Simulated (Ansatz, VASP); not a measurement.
## ZrO2: VASP beside Ansatz

```
Zr O
1.0
     0.00000    2.54378    2.54378
     2.54378    0.00000    2.54378
     2.54378    2.54378    0.00000
Zr O
1 2
Cartesian
  0.0000 0.0000 0.0000
  1.2719 1.2719 1.2719
  3.8157 3.8157 3.8157
```

Alike in both runs: functional PBE; dispersion D3(BJ); k mesh 8 × 8 × 8; occupations gaussian, width 0.02 eV; no spin polarisation.

Ansatz relaxed the structure, and its values are those at the end. VASP's run is a single point on that final structure, the one shown.

|  | VASP | Ansatz |
| --- | --- | --- |
| version | VASP 6.6.1 | Ansatz 0.2.0 |
| potentials or method | VASP PAW PBE potentials, release 64 (Zr_sv, O), cutoff 600 eV | scalar-relativistic, plane waves, PAW |
| valence electrons in the cell | 24 | 24 |

Ansatz gave:

```
gap on the k mesh at the Fermi level (eV) : 3.37
least direct gap on the mesh (eV)         : 3.81
pressure (GPa)                            : 0.0
```

Q: Estimate VASP's values.

A: gap on the k mesh at the Fermi level (eV): 3.36; least direct gap on the mesh (eV): 3.80; pressure (GPa): 0.1.
